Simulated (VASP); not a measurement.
Runs of VASP 6.6.1 on CdSe. The structure is that of space group F-43m (No. 216), or close to it. The cells are those of the table. 

```csv
cell,gap on the mesh (eV),pressure (GPa)
"a = 4.380, b = 4.380, c = 4.328 Å, angles 59.6, 59.6, 90.0°, 2 atoms",0.97,0.0
"a = 4.315, b = 4.315, c = 4.341 Å, angles 60.2, 60.2, 90.0°, 2 atoms",1.02,0.4
"a = 4.250, b = 4.250, c = 4.357 Å, angles 60.8, 60.8, 90.0°, 2 atoms",1.00,0.9
"a = 4.294, b = 4.294, c = 4.329 Å, angles 60.3, 60.3, 90.0°, 2 atoms",1.04,(a)
"a = 4.315, b = 4.315, c = 4.333 Å, angles 60.1, 60.1, 90.0°, 2 atoms",1.04,0.6
"a = 4.250, b = 4.250, c = 4.320 Å, angles 60.5, 60.5, 90.0°, 2 atoms",1.05,(b)
"a = 4.294, b = 4.294, c = 4.346 Å, angles 60.4, 60.4, 90.0°, 2 atoms",1.02,0.6
"a = 4.359, b = 4.359, c = 4.333 Å, angles 59.8, 59.8, 90.0°, 2 atoms",1.00,(c)
"a = 4.337 Å, angles 60.0, 60.0, 90.0°, 2 atoms",1.03,0.2
```

Alike in all rows: task single point; level r2SCAN; potentials or basis VASP PAW PBE potentials, release 64 (Cd, Se); no spin polarisation; k mesh 6 × 6 × 6; cutoff (eV) 520; smearing gaussian 0.01 eV.

Fill in the values left out.

(a) 1.0; (b) 1.8; (c) 0.1.

Caveats: the PAW data sets were made with another functional, which shifts forces and pressure a little.

A k mesh can miss the band edges, and the runs leave out spin-orbit coupling on Cd, Se.
